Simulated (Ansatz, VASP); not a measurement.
**Te2Mo: VASP beside Ansatz**

```
Te Mo
1.0
     3.31700    0.00000    0.00000
    -1.65850    2.87261    0.00000
     0.00000    0.00000   33.26988
Te Mo
2 1
Cartesian
  0.0000 1.9151 14.9439
  0.0000 1.9151 18.3259
  1.6585 0.9575 16.6349
```

Alike in both runs: task single point; functional PBE; dispersion D3(BJ); k mesh 9 × 9 × 1; occupations gaussian, width 0.02 eV; no spin polarisation.

```csv
,VASP,Ansatz
version,VASP 6.6.1,Ansatz 0.2.0
potentials or method,"VASP PAW PBE potentials, release 64 (Te, Mo_sv), cutoff 520 eV","scalar-relativistic, plane waves, PAW"
valence electrons in the cell,26,46
```

|  | VASP | Ansatz | Ansatz less VASP |
| --- | --- | --- | --- |
| gap on the k mesh at the Fermi level (eV) | 1.45 | 1.46 | +0.010 |
| least direct gap on the mesh (eV) | 1.48 | 1.48 | +0.004 |
| rms of the force components (eV/Å) | 1.753 | 1.740 | -0.0124 |

VASP's potentials hold 26 valence electrons a cell and Ansatz's 46, so a difference there can come from the potentials and not from the codes.

Neither program's run includes spin-orbit coupling.
